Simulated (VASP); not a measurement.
Wanted: the native input for a VASP 6.6.1 run.

```yaml
Task: single point
Functional: PBEsol
Potentials_or_basis: VASP PAW PBE potentials, release 64 (Mg)
Cutoff: 520 eV
k_mesh: 16 × 16 × 16
Occupations: gaussian, width 0.1 eV
Spin: no spin polarisation
Dipole_correction: no
Further_INCAR_settings: ALGO = Normal; EDIFF = 1e-06; NBANDS = 7
```

The structure of Mg lies in POSCAR:

```
Mg
1.0
   -1.7791764875      1.7791764875      1.7791764875
    1.7791764875     -1.7791764875      1.7791764875
    1.7791764875      1.7791764875     -1.7791764875
Mg
1
Direct
    0.0000000000      0.0000000000      0.0000000000
```

One way to write it, as run:

INCAR

```
SYSTEM = Mg
ALGO = Normal
EDIFF = 1E-6
ENCUT = 520
GGA = PS
ISIF = 2
ISMEAR = 0
LASPH = .True.
LCHARG = .True.
LELF = .True.
LREAL = .False.
LVHAR = .True.
LWAVE = .False.
NBANDS = 7
NELM = 100
PREC = Accurate
SIGMA = 0.1
```

KPOINTS

```
k-points
0
Gamma
  16 16 16
  0 0 0
```

Potentials or basis: VASP PAW PBE potentials, release 64 (Mg).

Launch:

```bash
$ cat potpaw_PBE.64/Mg/POTCAR > POTCAR
$ mpirun -np 1 vasp_std > vasp.out
```

Results of the run:

```
Pressure               : -0.1 GPa
Band gap on the k mesh : zero (band 1 reaches 6.61 eV, above the bottom of band 2 at 1.80 eV)
```

Caveat: the PAW data sets were made with another functional, which shifts forces and pressure a little.

It took 6.8 s on 1 thread of Intel(R) Xeon(R) Platinum 8488C (Sapphire Rapids), on a shared host, peak memory 0.14 GiB.
